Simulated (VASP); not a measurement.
Write the native input for VASP 6.6.1 that does the following.

```yaml
Task: relaxation of cell and atoms
Functional: PBEsol
Potentials_or_basis: VASP PAW PBE potentials, release 64 (Cd)
Cutoff: 600 eV
k_mesh: 16 × 16 × 16
Occupations: gaussian, width 0.1 eV
Spin: no spin polarisation
Dipole_correction: no
Further_INCAR_settings: ALGO = Normal; EDIFF = 1e-06; IBRION = 2; EDIFFG = -0.01; NSW = 80; ISIF = 3
```

The structure of Cd lies in POSCAR:

```
Cd
1.0
   -1.7420433110      1.7420433110      1.7420433110
    1.7420433110     -1.7420433110      1.7420433110
    1.7420433110      1.7420433110     -1.7420433110
Cd
1
Direct
    0.0000000000      0.0000000000      0.0000000000
```

One way to write it, as run:

INCAR

```
SYSTEM = Cd
PREC = Accurate
ENCUT = 600
EDIFF = 1E-6
ISMEAR = 0
SIGMA = 0.1
LREAL = .False.
LASPH = .True.
NELM = 80
ALGO = Normal
ISIF = 3
LWAVE = .False.
LCHARG = .False.
GGA = PS
IBRION = 2
NSW = 80
EDIFFG = -0.01
```

KPOINTS

```
Automatic mesh
0
Gamma
  16 16 16
  0 0 0
```

Potentials or basis: VASP PAW PBE potentials, release 64 (Cd).

Run with:

```console
$ cat potpaw_PBE.64/Cd/POTCAR > POTCAR
$ mpirun -np 1 vasp_std > vasp.out
```

Results of the run:

```yaml
Relaxed_volume: 21.45 Å³/atom
Relaxed_cell: a = 3.032 Å, b = 3.032 Å, c = 3.032 Å, α = 109.47°, β = 109.47°, γ = 109.47°
Space_group_after_relaxing_to_0.05_Å: Im-3m (No. 229)
Energy_gained_by_relaxing: 0.7 meV/atom
Ionic_steps: 2
Pressure_after_relaxing: 0.0 GPa
Band_gap_on_the_k_mesh: zero (band 6 reaches 6.27 eV, above the bottom of band 7 at 1.96 eV)
```

Caveat: the PAW data sets were made with another functional, which shifts forces and pressure a little.

Run time: 15 s on 1 thread of Intel(R) Xeon(R) 6975P-C (Granite Rapids) (shared host), peak memory 0.17 GiB.
